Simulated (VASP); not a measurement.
**HfB2: electric field gradients with PBE**

Crystal: HfB2.

```
Hf B
1.0
     3.14000    0.00000    0.00000
    -1.57000    2.71932    0.00000
     0.00000    0.00000    3.48000
Hf B
1 2
Direct
  0.00000 0.00000 0.00000
  0.33333 0.66667 0.50000
  0.66667 0.33333 0.50000
```

```yaml
Program: VASP 6.6.1
Task: electric field gradients
Functional: PBE
Potentials_or_basis: VASP PAW PBE potentials, release 64 (Hf_pv, B)
Cutoff: 520 eV
k_mesh: 17 × 17 × 13
Occupations: fermi-dirac, width 0.05 eV
Spin: non-collinear spin, zero start, spin-orbit coupling
Starting_moments: "[[0.0, 0.0, 0.0], [0.0, 0.0, 0.0], [0.0, 0.0, 0.0]] μB"
Dipole_correction: no
Further_INCAR_settings: ALGO = Normal; EDIFF = 1e-08; NBANDS = 29
```

* Pressure: 1.0 GPa
* Net moment: 0.00 μB per cell
* Valence electrons inside the program's atomic spheres: Hf 8.77; B 1.94

Stress tensor (GPa, compression positive):
```
0.96 0.00 0.00
0.00 0.96 0.00
0.00 0.00 1.09
```

Moments on the atoms (μB; x, y, z):
```
Hf  0.00 0.00 0.00
B   0.00 0.00 0.00
B   0.00 0.00 0.00
```

Electric field gradients, principal values (V/Å²):
```csv
atom,least,middle,greatest (by size)
1 Hf,-38.526,-38.526,77.053
2 B,-0.832,-0.832,1.663
3 B,-0.832,-0.832,1.663
```

It took 6.5 min on 1 × NVIDIA H100 80GB with 1 thread of Intel(R) Xeon(R) Platinum 8481C CPU @ 2.70GHz (Sapphire Rapids), with other jobs on the host, peak memory 1.4 GiB.

Caveat: without QUAD_EFG the Cq values of the log hold for a quadrupole moment of 1 mb, not for the nuclei.
